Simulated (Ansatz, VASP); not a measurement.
## AlN: VASP beside Ansatz

INCAR

```
PREC = Accurate ; ENCUT = 600
EDIFF = 1E-6 ; ISMEAR = 0
SIGMA = 0.05 ; LREAL = F
LASPH = T ; NELM = 120
ALGO = Normal ; ISIF = 2
LWAVE = F ; LCHARG = F
GGA = PS ; NBANDS = 16
GGA_COMPAT = F
```

KPOINTS

```
Automatic mesh
0
Gamma
  12 12 6
```

The input POSCAR:

```
AlN
1.0
    3.1110021516      0.0000000000      0.0000000000
   -1.5555010758      2.6942068945      0.0000000000
    0.0000000000      0.0000000000      4.9780000000
Al N
2 2
Direct
    0.3333333333      0.6666666667      0.0000000000
    0.6666666667      0.3333333333      0.5000000000
    0.1961444474      0.7780166898      0.3850000000
    0.6666666667      0.3333333333      0.8850000000
```

Input for Ansatz:

```yaml
crystal:
  lattice:
    - [3.1110021516, 0.0, 0.0]
    - [-1.5555010758, 2.6942068945, 0.0]
    - [0.0, 0.0, 4.978]
  atoms:
    - { symbol: Al, position: [0.3333333333, 0.6666666667, 0.0] }
    - { symbol: Al, position: [0.6666666667, 0.3333333333, 0.5] }
    - { symbol: "N", position: [0.1961444474, 0.7780166898, 0.385] }
    - { symbol: "N", position: [0.6666666667, 0.3333333333, 0.885] }
basis:
  ecutwfc: 420
kpoints:
  mp_grid: { grid: [12, 12, 6] }
hamiltonian:
  xc: pbesol
scf:
  occupations: { method: gaussian, width: 0.05 }
output:
  forces: true
  stress: true
  eigenvalues: true
  write_density: true
  write_potential: true
  elf: true
  volumetric_format: npy
```

Alike in both runs: task single point; functional PBEsol; k mesh 12 × 12 × 6; occupations gaussian, width 0.05 eV; no spin polarisation.

```csv
,VASP,Ansatz
version,VASP 6.6.1,Ansatz 0.2.0
potentials or method,"VASP PAW PBE potentials, release 64 (Al, N), cutoff 600 eV","scalar-relativistic, plane waves, PAW"
valence electrons in the cell,16,16
```

|  | VASP | Ansatz | Ansatz less VASP |
| --- | --- | --- | --- |
| gap on the k mesh at the Fermi level (eV) | 2.49 | 2.51 | +0.013 |
| least direct gap on the mesh (eV) | 2.57 | 2.56 | -0.008 |
| pressure (GPa) | 14.1 | 13.9 | -0.21 |
| traceless stress, the component that is largest in VASP (GPa) | 23.82 | 23.37 | -0.457 |
| rms of the force components (eV/Å) | 1.973 | 1.942 | -0.0312 |

VASP's potentials were made for PBE, not for PBEsol. Atom by atom the forces differ by 0.032 eV/Å (rms over components).
